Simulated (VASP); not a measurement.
# BN (Imm2) in VASP: notebook

BN is run at these levels: r2SCAN; tasks: single point.

Everything below comes from runs of VASP 6.6.1. Logs are shortened: lines on timing, memory, paths and dates and some standing lists are left out, and cuts for length are marked.

## (1) The cell of the first run

Symmetry: Imm2, No. 44, orthorhombic system. The conventional cell has a = 2.551 Å, b = 2.577 Å, c = 3.626 Å, α = 90.00°, β = 90.00°, γ = 90.00°. Within 2.1 Å of B (site symmetry mm2) lie 4 N at 1.56 to 1.58 Å. Within 2.1 Å of N (site symmetry mm2) lie 4 B at 1.56 to 1.58 Å.

## (2) Single point, r2SCAN (strain +0.0100 x Voigt [0, 0, 0, 0, 1, 0])

The input, POSCAR:

```
BN
1.0
    0.0090650050      1.8130010000      1.8130010000
    1.8220660050      0.0000000000      1.8220660050
    1.8130010000      1.8130010000      0.0090650050
B N
1 1
Direct
    0.0000000000      0.0000000000      0.0000000000
    0.7500000000      0.7500000000      0.7500000000
```

The input, INCAR.step1:

```
PREC = Accurate
ENCUT = 520
ISMEAR = 0
SIGMA = 0.05
LREAL = F
LASPH = T
NELM = 60
NBANDS = 11
GGA = PE
ALGO = Normal
EDIFF = 1E-4
LWAVE = T
LCHARG = F
```

The input, INCAR.step2:

```
PREC = Accurate
ENCUT = 520
EDIFF = 1E-6
ISMEAR = 0
SIGMA = 0.05
LREAL = F
LASPH = T
NELM = 60
ALGO = Normal
ISIF = 2
LWAVE = F
LCHARG = T
METAGGA = R2SCAN
LMIXTAU = T
LELF = T
LVHAR = T
NBANDS = 11
ISTART = 1
```

The input, KPOINTS:

```
Automatic mesh
0
Gamma
  12 12 12
```

Potentials or basis: VASP PAW PBE potentials, release 64 (B, N).

Started as:

```bash
$ cat potpaw_PBE.64/B/POTCAR potpaw_PBE.64/N/POTCAR > POTCAR
$ cp INCAR.step1 INCAR
$ mpirun -np 1 vasp_std > vasp.out
$ cp INCAR.step2 INCAR
$ mpirun -np 1 vasp_std > vasp.out
```

OUTCAR:

```text
PREC = Accurate
   ENCUT = 520
   EDIFF = 1E-6
   ISMEAR = 0
   LREAL = F
   LASPH = T
   NELM = 60
   ISIF = 2
   METAGGA = R2SCAN
   ISTART = 1

 ion  position               nearest neighbor table
   1  0.000  0.000  0.000-   2 1.56   2 1.56   2 1.58   2 1.58
   2  0.750  0.750  0.750-   1 1.56   1 1.56   1 1.58   1 1.58

  LATTYP: Found a body centered orthorhombic cell.
 ALAT       =     2.5511507498
 B/A-ratio  =     1.0100502513
 C/A-ratio  =     1.4213201632

  Lattice vectors:

 A1 = (   0.0090650050,  -1.8130010000,   1.8130010000)
 A2 = (  -0.0090650050,  -1.8130010000,  -1.8130010000)
 A3 = (   1.8130010000,   1.8130010000,   0.0090650050)

Analysis of symmetry for initial positions (statically):
=====================================================================
 Subroutine PRICEL returns:
 Original cell was already a primitive cell.

 Routine SETGRP: Setting up the symmetry group for a
 body centered orthorhombic supercell.

 Subroutine GETGRP returns: Found  4 space group operations
 (whereof  4 operations were pure point group operations)
 out of a pool of  8 trial point group operations.

The static configuration has the point symmetry C_2v.

Analysis of symmetry for dynamics (positions and initial velocities):
=====================================================================
 Subroutine PRICEL returns:
 Original cell was already a primitive cell.

 Routine SETGRP: Setting up the symmetry group for a
 body centered orthorhombic supercell.

 Subroutine GETGRP returns: Found  4 space group operations
 (whereof  4 operations were pure point group operations)
 out of a pool of  8 trial point group operations.

The dynamic configuration has the point symmetry C_2v.

 Subroutine INISYM returns: Found  4 space group operations
 (whereof  4 operations are pure point group operations),
 and found     1 'primitive' translations

----------------------------------------------------------------------------------------

                                     Primitive cell

  volume of cell :      11.9183

  direct lattice vectors                    reciprocal lattice vectors
     0.009065005  1.813001000  1.813001000    -0.277171696  0.275785838  0.277171696
     1.822066005  0.000000000  1.822066005     0.274413769 -0.275785838  0.274413769
     1.813001000  1.813001000  0.009065005     0.277171696  0.275785838 -0.277171696

  length of vectors
     2.563986628  2.576790456  2.563986628     0.479276671  0.476092073  0.479276671

  position of ions in fractional coordinates (direct lattice)
     0.000000000  0.000000000  0.000000000
     0.750000000  0.750000000  0.750000000

  ion indices of the primitive-cell ions
   primitive index   ion index
                 1           1
                 2           2

----------------------------------------------------------------------------------------

 KPOINTS: Automatic mesh

Automatic generation of k-mesh.
 Grid dimensions read from file:
 generate k-points for:   12   12   12

 Generating k-lattice:

  Cartesian coordinates                     Fractional coordinates (reciprocal lattice)
    -0.023097641  0.022982153  0.023097641     0.083333333  0.000000000  0.000000000
     0.022867814 -0.022982153  0.022867814    -0.000000000  0.083333333 -0.000000000
     0.023097641  0.022982153 -0.023097641     0.000000000  0.000000000  0.083333333

  Length of vectors
     0.039939723  0.039674339  0.039939723

  Shift w.r.t. Gamma in fractional coordinates (k-lattice)
     0.000000000  0.000000000  0.000000000

 Subroutine IBZKPT returns following result:
 ===========================================

 Found    280 irreducible k-points:

 Following reciprocal coordinates:
            Coordinates               Weight
  0.000000  0.000000  0.000000      1.000000
  0.083333  0.000000 -0.000000      4.000000
  0.166667  0.000000  0.000000      4.000000
  0.250000  0.000000  0.000000      4.000000
  0.333333  0.000000  0.000000      4.000000
  0.416667  0.000000 -0.000000      4.000000
[... 16 lines left out ...]
  0.250000  0.166667  0.000000      8.000000
  0.333333  0.166667  0.000000      8.000000
 [... further k-points ...]
   k-points           NKPTS =    280   k-points in BZ     NKDIM =    280   number of bands    NBANDS=     11
   number of dos      NEDOS =    301   number of ions     NIONS =      2
   total plane-waves  NPLWV =   8000
   dimension x,y,z NGX =    20 NGY =   20 NGZ =   20
   dimension x,y,z NGXF=    40 NGYF=   40 NGZF=   40
   ions per type =               1   1
   NGX,Y,Z   is equivalent  to a cutoff of  12.97, 12.90, 12.97 a.u.
   NGXF,Y,Z  is equivalent  to a cutoff of  25.94, 25.81, 25.94 a.u.
 SYSTEM =  unknown system
   PREC   = accura    normal or accurate (medium, high low for compatibility)
   ISTART =      1    job   : 0-new  1-cont  2-samecut
   ICHARG =      0    charge: 1-file 2-atom 10-const
   ISPIN  =      1    spin polarized calculation?
   LNONCOLLINEAR =      F non collinear calculations
   LSORBIT =      F    spin-orbit coupling
   LASPH  =      T    aspherical Exc in radial PAW
   ENCUT  =  520.0 eV  38.22 Ry    6.18 a.u.   4.77  4.79  4.77*2*pi/ulx,y,z
   NELM   =     60;   NELMIN=  2; NELMDL=  0     # of ELM steps
   EDIFF  = 0.1E-05   stopping-criterion for ELM
   LREAL  =      F    real-space projection
   EDIFFG = 0.1E-04   stopping-criterion for IOM
   NSW    =      0    number of steps for IOM
   IBRION =     -1    ionic relax: 0-MD 1-quasi-New 2-CG
   NFREE  =      0    steps in history (QN), initial steepest desc. (CG)
   ISIF   =      2    stress and relaxation
   ISYM   =      2    0-nonsym 1-usesym 2-fastsym
   POTIM  = 0.5000    time-step for ionic-motion
   TEBEG  =    0.0;   TEEND  =   0.0 temperature during run
   PSTRESS=    0.0 pullay stress
   NELECT =       8.0000    total number of electrons
   NUPDOWN=      -1.0000    fix difference up-down
   EMIN   =  10.00;   EMAX   =-10.00  energy-range for DOS
   EFERMI =   0.00;   METHOD = LEGACY
   ISMEAR =     0;   SIGMA  =   0.05  broadening in eV -4-tet -1-fermi 0-gaus
   EFERMI_NEDOS =   21; number of points for ismear=-14 and -15
   IALGO  =     38    algorithm
   IMIX   =      4    mixing-type and parameters
     AMIX     =   0.40;   BMIX     =  1.00
     AMIX_MAG =   1.60;   BMIX_MAG =  1.00
  volume/ion in A,a.u.               =       5.96        40.21
  Fermi-wavevector in a.u.,A,eV,Ry     =   1.433399  2.708731 27.954971  2.054632
  Thomas-Fermi vector in A             =   2.552921
   LORBIT       =      0    0 simple, 1 ext, 2 COOP (PROOUT), +10 PAW based schemes
   METAGGA = R2SCAN    functional components
   LHFCALC =     F    Hartree Fock is set to
   AEXX    =    0.0000 exact exchange contribution
   IVDW    =     0    specifies the selected vdW correction
   LEPSILON=     F    determine dielectric tensor
   LRPA    =     F    only Hartree local field effects (RPA)
 non-spin polarized calculation
 Gauss-broadening in eV      SIGMA  =   0.05
  energy-cutoff  :      520.00
  volume of cell :       11.92
 maximum number of plane-waves:       332
   NGX =  9   NGY =  9   NGZ =  9

 number of electron       7.9999999 magnetization

 Free energy of the ion-electron system (eV)
  ---------------------------------------------------
  ext. energy  EPLUGINS =         0.00000000
  ---------------------------------------------------
  free energy    TOTEN  =       -19.16876489 eV

  energy without entropy =      -19.16876489  energy(sigma->0) =      -19.16876489

 E-fermi :   7.3791     XC(G=0): -13.5981

 val. band max:        7.1509175512   @ k =   0.0000   0.0000   0.0000
 cond. band min:      12.0894812565   @ k =   0.5000   0.0000   0.5000
 fundamental gap:      4.9385637053
 Fermi energy:         7.3790570987

 k-point     1 :       0.0000    0.0000    0.0000
  band No.  band energies     occupation
      1     -14.0553      2.00000
      2       7.1119      2.00000
      3       7.1299      2.00000
      4       7.1509      2.00000
      5      16.4784      0.00000
      6      16.5822      0.00000
      7      16.7485      0.00000
      8      18.0692      0.00000
      9      33.0840      0.00000
     10      35.7622      0.00000
     11      35.7653      0.00000

 k-point     2 :       0.0833    0.0000   -0.0000
  band No.  band energies     occupation
      1     -13.8802      2.00000
      2       6.2091      2.00000
      3       6.9249      2.00000
      4       6.9474      2.00000
      5      16.7584      0.00000
      6      16.7695      0.00000
      7      16.9981      0.00000
      8      18.7183      0.00000
      9      32.8938      0.00000
     10      33.5833      0.00000
     11      33.6780      0.00000

 k-point     3 :       0.1667    0.0000    0.0000
  band No.  band energies     occupation
      1     -13.3623      2.00000
      2       4.0429      2.00000
      3       6.4699      2.00000
      4       6.4846      2.00000
      5      17.0200      0.00000
      6      17.4460      0.00000
      7      17.6339      0.00000
      8      20.1750      0.00000
      9      31.9492      0.00000
     10      32.0697      0.00000
     11      32.3620      0.00000

 k-point     4 :       0.2500    0.0000    0.0000
  band No.  band energies     occupation
      1     -12.5279      2.00000
      2       1.4890      2.00000
      3       5.9442      2.00000
      4       5.9486      2.00000
      5      17.2719      0.00000
      6      18.0872      0.00000
      7      18.2565      0.00000
      8      21.6177      0.00000
      9      31.5286      0.00000
     10      31.6563      0.00000
     11      31.8216      0.00000
[... 239 lines left out ...]
 k-point    22 :       0.1667    0.1667    0.0000
  band No.  band energies     occupation
      1     -13.1398      2.00000
      2       4.9441      2.00000
      3       5.3381      2.00000
      4       5.3390      2.00000
      5      15.5071      0.00000
      6      19.1439      0.00000
      7      19.2158      0.00000
      8      19.7522      0.00000
      9      27.3297      0.00000
     10      34.7821      0.00000
     11      37.0771      0.00000

 k-point    23 :       0.2500    0.1667    0.0000
  band No.  band energies     occupation
      1     -12.5241      2.00000
      2       3.0818      2.00000
      3       4.7098      2.00000
      4       5.0905      2.00000
      5      15.4176      0.00000
      6      19.5364      0.00000
      7      20.1867      0.00000
      8      20.4504      0.00000
      9      26.8535      0.00000
     10      35.0578      0.00000
     11      36.4740      0.00000

 k-point    24 :       0.3333    0.1667    0.0000
  band No.  band energies     occupation
      1     -11.6206      2.00000
      2       0.8215      2.00000
      3       4.2642      2.00000
      4       4.5597      2.00000
      5      15.8166      0.00000
      6      19.9765      0.00000
      7      20.7083      0.00000
      8      20.8272      0.00000
      9      27.6893      0.00000
     10      34.8724      0.00000
     11      36.3450      0.00000

 [... further k-points ...]
[... 5 lines left out ...]
  --------------------------------------------------------------------------------------
  -------------------------------------------------------------------------------------
  Total       -0.2996462     -0.3035848     -0.2996462     -0.0000000      0.0000000     -0.3380541
  in kB      -40.2815358    -40.8110063    -40.2815358     -0.0000000      0.0000000    -45.4447299
  external PRESSURE =     -40.4580259 kB  Pullay stress =       0.0000000 kB

 VOLUME and BASIS-vectors are now :
 -----------------------------------------------------------------------------
  energy-cutoff  :      520.00
  volume of cell :       11.92
      direct lattice vectors                 reciprocal lattice vectors
     0.009065005  1.813001000  1.813001000    -0.277171696  0.275785838  0.277171696
     1.822066005  0.000000000  1.822066005     0.274413769 -0.275785838  0.274413769
     1.813001000  1.813001000  0.009065005     0.277171696  0.275785838 -0.277171696

 POSITION                                       TOTAL-FORCE (eV/Angst)
 -----------------------------------------------------------------------------------
      0.00000      0.00000      0.00000        -0.000000     -0.003704     -0.000000
      2.73310      2.71950      2.73310         0.000000      0.003704      0.000000
 -----------------------------------------------------------------------------------
    total drift:                               -0.000000      0.000002     -0.000000

  FREE ENERGIE OF THE ION-ELECTRON SYSTEM (eV)
  ---------------------------------------------------
  free  energy   TOTEN  =       -19.1687648909 eV

  energy  without entropy=      -19.1687648909  energy(sigma->0) =      -19.16876489
```

It took 94 s on 1 thread of AMD EPYC 9R45 (Zen 5), shared host; peak memory 0.12 GiB.

What came out:

```
Free energy            : -19.1688 eV
Pressure               : -4.0 GPa
Largest force          : 0.004 eV/Å
Band gap on the k mesh : 4.94 eV, indirect (least direct gap 9.33 eV)
```

Forces on the atoms (eV/Å):
```
B    0.000 -0.004  0.000
N    0.000  0.004  0.000
```

Caveat: the cell differs from its parent crystal (strain +0.0100 x Voigt [0, 0, 0, 0, 1, 0]); the PAW data sets were made with another functional, which shifts forces and pressure a little. A k mesh can miss the band edges.

## (3) Single point, r2SCAN (strain +0.0350 x Voigt [0, 0, 0, 0, 1, 0])

The input, POSCAR:

```
BN
1.0
    0.0317275175      1.8130010000      1.8130010000
    1.8447285175      0.0000000000      1.8447285175
    1.8130010000      1.8130010000      0.0317275175
B N
1 1
Direct
    0.0000000000      0.0000000000      0.0000000000
    0.7500000000      0.7500000000      0.7500000000
```

The input, INCAR.step1:

```
SYSTEM = BN
  ALGO = Normal
  EDIFF = 1E-4
  ENCUT = 520
  GGA = PE
  ISMEAR = 0
  LASPH = .True.
  LCHARG = .False.
  LREAL = .False.
  LWAVE = .True.
  NBANDS = 11
  NELM = 80
  PREC = Accurate
  SIGMA = 0.05
```

The input, INCAR.step2:

```
SYSTEM = BN
  ALGO = Normal
  EDIFF = 1E-7
  ENCUT = 520
  ISIF = 2
  ISMEAR = 0
  ISTART = 1
  LASPH = .True.
  LCHARG = .False.
  LMIXTAU = .True.
  LREAL = .False.
  LWAVE = .False.
  METAGGA = R2SCAN
  NBANDS = 11
  NELM = 80
  PREC = Accurate
  SIGMA = 0.05
```

The input, KPOINTS:

```
k-points
0
Gamma
  12 12 12
  0 0 0
```

Potentials or basis: VASP PAW PBE potentials, release 64 (B, N).

Started as:

```bash
$ cat potpaw_PBE.64/B/POTCAR potpaw_PBE.64/N/POTCAR > POTCAR
$ cp INCAR.step1 INCAR
$ mpirun -np 1 vasp_std > vasp.out
$ cp INCAR.step2 INCAR
$ mpirun -np 1 vasp_std > vasp.out
```

Wall time 1.7 min (1 thread of AMD EPYC 9R45 (Zen 5), shared host); peak memory 0.12 GiB.

The run converged. Its results:

```yaml
Free_energy: -19.1498 eV
Pressure: -3.5 GPa
Largest_force: 0.014 eV/Å
Band_gap_on_the_k_mesh: 4.82 eV, indirect (least direct gap 8.95 eV)
```

Forces in eV/Å, atoms in the order of the input:
```
B    0.000 -0.014  0.000
N    0.000  0.014  0.000
```

Stress tensor (GPa, compression positive):
```
 -3.32   0.00 -15.93
  0.00  -3.96   0.00
-15.93   0.00  -3.32
```

Levels at points of the mesh, in eV from the valence-band top:
```
           k point  band 1  band 2  band 3  band 4  band 5  band 6  band 7  band 8
(0.00, 0.00, 0.00)  -21.27   -0.14   -0.09    0.00    8.95    9.10    9.89   11.17
(0.50, 0.00, 0.00)  -16.86  -11.03   -2.24   -2.17   10.19   10.97   11.54   16.27
(0.00, 0.50, 0.00)  -17.16  -11.11   -1.95   -1.92   10.69   11.45   11.75   16.19
(0.50, 0.50, 0.00)  -15.60   -9.34   -5.12   -5.12    4.89    9.69   18.91   19.00
(0.50, 0.00, 0.50)  -15.62   -9.33   -5.45   -4.79    4.82    9.80   19.02   19.08
```

Caveat: the cell differs from its parent crystal (strain +0.0350 x Voigt [0, 0, 0, 0, 1, 0]); the PAW data sets were made with another functional, which shifts forces and pressure a little. A k mesh can miss the band edges.

## (4) Single point, r2SCAN (strain +0.0250 x Voigt [0, 0, 0, 0, 1, 0])

The input, POSCAR:

```
BN
1.0
    0.0226625125      1.8130010000      1.8130010000
    1.8356635125      0.0000000000      1.8356635125
    1.8130010000      1.8130010000      0.0226625125
B N
1 1
Direct
    0.0000000000      0.0000000000      0.0000000000
    0.7500000000      0.7500000000      0.7500000000
```

The input, INCAR.step1:

```
SYSTEM = BN
PREC = Accurate ; ENCUT = 520
ISMEAR = 0 ; SIGMA = 0.05
LREAL = .False. ; LASPH = .True.
NELM = 60 ; NBANDS = 11
GGA = PE ; ALGO = Normal
EDIFF = 1E-4 ; LWAVE = .True.
LCHARG = .False.
```

The input, INCAR.step2:

```
SYSTEM = BN
PREC = Accurate ; ENCUT = 520
EDIFF = 1E-6 ; ISMEAR = 0
SIGMA = 0.05 ; LREAL = .False.
LASPH = .True. ; NELM = 60
ALGO = Normal ; ISIF = 2
LWAVE = .False. ; LCHARG = .False.
METAGGA = R2SCAN ; LMIXTAU = .True.
NBANDS = 11 ; ISTART = 1
```

The input, KPOINTS:

```
regular mesh
0
Gamma
  12 12 12
  0 0 0
```

Started as:

```bash
$ cat potpaw_PBE.64/B/POTCAR potpaw_PBE.64/N/POTCAR > POTCAR
$ cp INCAR.step1 INCAR
$ mpirun -np 1 vasp_std > vasp.out
$ cp INCAR.step2 INCAR
$ mpirun -np 1 vasp_std > vasp.out
```

Run time: 84 s. Hardware: 1 thread of AMD EPYC 9R45 (Zen 5), shared host; peak memory 0.12 GiB.

Results (log left out):

```
Free energy            : -19.1599 eV
Pressure               : -3.8 GPa
Largest force          : 0.010 eV/Å
Band gap on the k mesh : 4.87 eV, indirect (least direct gap 9.10 eV)
```

Forces in eV/Å, atoms in the order of the input:
```
B    0.000 -0.010  0.000
N    0.000  0.010  0.000
```

Stress tensor (GPa, compression positive):
```
 -3.69   0.00 -11.37
  0.00  -4.02   0.00
-11.37   0.00  -3.69
```

Levels at points of the mesh, in eV from the valence-band top:
```
           k point  band 2  band 3  band 4  band 5  band 6  band 7
(0.00, 0.00, 0.00)   -0.10   -0.06    0.00    9.10    9.26    9.77
(0.50, 0.00, 0.00)  -11.02   -2.17   -2.12   10.33   11.10   11.50
(0.00, 0.50, 0.00)  -11.08   -1.96   -1.94   10.74   11.39   11.65
(0.50, 0.50, 0.00)   -9.31   -5.10   -5.10    4.91    9.71   18.99
(0.50, 0.00, 0.50)   -9.31   -5.33   -4.87    4.87    9.77   19.05
```

Caveat: the cell differs from its parent crystal (strain +0.0250 x Voigt [0, 0, 0, 0, 1, 0]); the PAW data sets were made with another functional, which shifts forces and pressure a little. A k mesh can miss the band edges.

## (5) The runs side by side

```tsv
cell	gap on the mesh (eV)	pressure (GPa)	largest force (eV/Å)
a = 2.564, b = 2.577 Å, angles 59.8, 59.7, 59.8°, 2 atoms	4.94	-4.0	-
a = 2.564, b = 2.609 Å, angles 59.4, 58.8, 59.4°, 2 atoms	4.82	-3.5	0.01
a = 2.564, b = 2.596 Å, angles 59.6, 59.2, 59.6°, 2 atoms	4.87	-3.8	0.01
```

Alike in all rows: task single point; level r2SCAN; potentials or basis VASP PAW PBE potentials, release 64 (B, N); no spin polarisation; k mesh 12 × 12 × 12; cutoff (eV) 520; smearing gaussian 0.05 eV.

Caveats: the PAW data sets were made with another functional, which shifts forces and pressure a little.

Absolute energies hang on the potentials; compare differences alone.
